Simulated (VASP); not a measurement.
Input of a VASP 6.6.1 run:

The input INCAR:

```
PREC = Accurate
ENCUT = 520
EDIFF = 1E-6
ISMEAR = 1
SIGMA = 0.05
LREAL = False
LASPH = True
NELM = 100
ALGO = Normal
ISIF = 2
LWAVE = False
LCHARG = True
GGA = PS
LELF = True
LVHAR = True
NBANDS = 12
```

KPOINTS

```
Automatic mesh
0
Gamma
  22 22 22
```

The input POSCAR:

```
Zn
1.0
   -1.5690370000      1.5690370000      1.5690370000
    1.5690370000     -1.5690370000      1.5690370000
    1.5690370000      1.5690370000     -1.5690370000
Zn
1
Direct
    0.0000000000      0.0000000000      0.0000000000
```

Potentials or basis: VASP PAW PBE potentials, release 64 (Zn).

Command:

```sh
$ cat potpaw_PBE.64/Zn/POTCAR > POTCAR
$ mpirun -np 1 vasp_std > vasp.out
```

(1) Predict the pressure.

(2) Predict the band gap on the k mesh.

Answers

(1) -4.7 GPa.

(2) zero (band 6 reaches 7.08 eV, above the bottom of band 7 at 1.92 eV).

Caveat: the PAW data sets were made with another functional, which shifts forces and pressure a little.
